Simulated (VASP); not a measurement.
Wanted: the native input for a VASP 6.6.1 run.

```yaml
Task: single point
Functional: PBE
Potentials_or_basis: VASP PAW PBE potentials, release 64 (Si)
Cutoff: 520 eV
k_mesh: 4 × 4 × 4
Occupations: gaussian, width 0.01 eV
Spin: no spin polarisation
Dipole_correction: no
Further_INCAR_settings: ALGO = Normal; EDIFF = 1e-07; NBANDS = 11
```

The structure of Si lies in POSCAR:

```
Si
1.0
    0.0000000000      2.7221188956      2.7221188956
    2.7221188956      0.0000000000      2.7221188956
    2.7221188956      2.7221188956      0.0000000000
Si
2
Direct
    0.0000000000      0.0000000000      0.0000000000
    0.2500000000      0.2500000000      0.2500000000
```

These files were run (other wordings do the same):

INCAR

```
PREC = Accurate
ENCUT = 520
EDIFF = 1E-7
ISMEAR = 0
SIGMA = 0.01
LREAL = F
LASPH = T
NELM = 100
ALGO = Normal
ISIF = 2
LWAVE = F
LCHARG = T
GGA = PE
LELF = T
LVHAR = T
NBANDS = 11
```

KPOINTS

```
Automatic mesh
0
Gamma
  4 4 4
```

Potentials or basis: VASP PAW PBE potentials, release 64 (Si).

The run is started by

```console
$ cat potpaw_PBE.64/Si/POTCAR > POTCAR
$ mpirun -np 1 vasp_std > vasp.out
```

It gave:

```json
{
  "Pressure": "1.8 GPa",
  "Band gap on the k mesh": "0.71 eV, indirect (least direct gap 2.54 eV)"
}
```

Caveat: the k points lie up to 0.50 Å⁻¹ apart.

Run time: 7.2 s on 1 thread of Intel Xeon 6975P-C (shared host), peak memory 0.15 GiB.
